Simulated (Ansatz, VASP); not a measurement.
One calculation of Ba2LiB6Os, two programs

POSCAR

```
Ba2LiB6Os
1.0
    0.0000000000      3.9807320000      3.9807320000
    3.9807320000      0.0000000000      3.9807320000
    3.9807320000      3.9807320000      0.0000000000
Li Ba Os B
1 2 1 6
Direct
    0.5000000000      0.5000000000      0.5000000000
    0.2500000000      0.2500000000      0.2500000000
    0.7500000000      0.7500000000      0.7500000000
    0.0000000000      0.0000000000      0.0000000000
    0.7670000000      0.2330000000      0.2330000000
    0.2330000000      0.7670000000      0.2330000000
    0.2330000000      0.7670000000      0.7670000000
    0.7670000000      0.2330000000      0.7670000000
    0.2330000000      0.2330000000      0.7670000000
    0.7670000000      0.7670000000      0.2330000000
```

The input INCAR.step1:

```
PREC     = Accurate       # precision mode
ENCUT    = 970            # plane-wave cutoff, eV
ISMEAR   = 0              # smearing method
SIGMA    = 0.1688         # smearing width, eV
LREAL    = F              # projectors in reciprocal space
LASPH    = T              # aspherical terms in the spheres
NELM     = 120            # most SCF steps
NBANDS   = 40             # bands
GGA      = PE             # functional
ALGO     = Normal         # electronic algorithm
EDIFF    = 1E-5           # SCF threshold, eV
LWAVE    = T              # write WAVECAR
LCHARG   = F              # write CHGCAR
GGA_COMPAT= F
```

INCAR.step2

```
PREC     = Accurate       # precision mode
ENCUT    = 970            # plane-wave cutoff, eV
EDIFF    = 1E-6           # SCF threshold, eV
ISMEAR   = 0              # smearing method
SIGMA    = 0.1688         # smearing width, eV
LREAL    = F              # projectors in reciprocal space
LASPH    = T              # aspherical terms in the spheres
NELM     = 120            # most SCF steps
ALGO     = Normal         # electronic algorithm
ISIF     = 2              # what is computed and relaxed
LWAVE    = F              # write WAVECAR
LCHARG   = F              # write CHGCAR
METAGGA  = R2SCAN         # meta-GGA
LMIXTAU  = T            
NBANDS   = 40             # bands
ISTART   = 1            
GGA_COMPAT= F
```

The input KPOINTS:

```
regular mesh
0
Gamma
  7 7 7
```

Input for Ansatz:

```yaml
crystal:
  lattice:
    - [0.0, 3.980732, 3.980732]
    - [3.980732, 0.0, 3.980732]
    - [3.980732, 3.980732, 0.0]
  atoms:
    - { symbol: Li, position: [0.5, 0.5, 0.5] }
    - { symbol: Ba, position: [0.25, 0.25, 0.25] }
    - { symbol: Ba, position: [0.75, 0.75, 0.75] }
    - { symbol: Os, position: [0.0, 0.0, 0.0] }
    - { symbol: B, position: [0.767, 0.233, 0.233] }
    - { symbol: B, position: [0.233, 0.767, 0.233] }
    - { symbol: B, position: [0.233, 0.767, 0.767] }
    - { symbol: B, position: [0.767, 0.233, 0.767] }
    - { symbol: B, position: [0.233, 0.233, 0.767] }
    - { symbol: B, position: [0.767, 0.767, 0.233] }
  symmetry: { tolerance: 0.0003 }
kpoints:
  mp_grid: { grid: [7, 7, 7], shift: [0, 0, 0] }
  band_path:
    path:
      - [0.0, 0.0, 0.0]
      - [0.5, 0.0, 0.5]
      - [0.625, 0.25, 0.625]
      - [0.375, 0.375, 0.75]
      - [0.0, 0.0, 0.0]
      - [0.5, 0.5, 0.5]
      - [0.5, 0.25, 0.75]
      - [0.5, 0.0, 0.5]
    npoints: 10
magnetization:
  spin_polarized: false
scf:
  occupations: { method: gaussian, width: 0.1688 }
  lower_state_search: "off"
  max_iter: 200
hamiltonian:
  pseudopotentials: { kind: paw }
  xc: r2scan
basis:
  ecutwfc: 500
  fft_grid_basis: typed
output:
  forces: true
  stress: true
  eigenvalues: true
  bader: true
  populations: true
  elf: true
  write_potential: true
  volumetric_format: npy
  dos:
    e_range: [-12, 8]
    de: 0.05
    projected: { site_lists: { B: [B], Ba: [Ba], Li: [Li], Os: [Os] } }
  write_density: true
checkpoint:
  read: saved_state
```

Alike in both runs: task single point; functional r2SCAN; k mesh 7 × 7 × 7; occupations gaussian, width 0.1688 eV; no spin polarisation.

|  | VASP | Ansatz |
| --- | --- | --- |
| version | VASP 6.6.1 | Ansatz 0.2.0 |
| potentials or method | VASP PAW PBE potentials, release 64 (Li_sv, Ba_sv, Os_sv_GW, B), cutoff 970 eV | PAW plane waves |
| valence electrons in the cell | 57 | 57 |

```csv
,VASP,Ansatz,Ansatz less VASP
rms of the force components (eV/Å),2.253,2.247,-0.0063
```

VASP's potentials were made for PBE, not for r2SCAN. Atom by atom the forces differ by 0.006 eV/Å (rms over components). The functional is the same, so the differences come from potentials, cutoffs and numerics.

Spin-orbit coupling is off throughout.
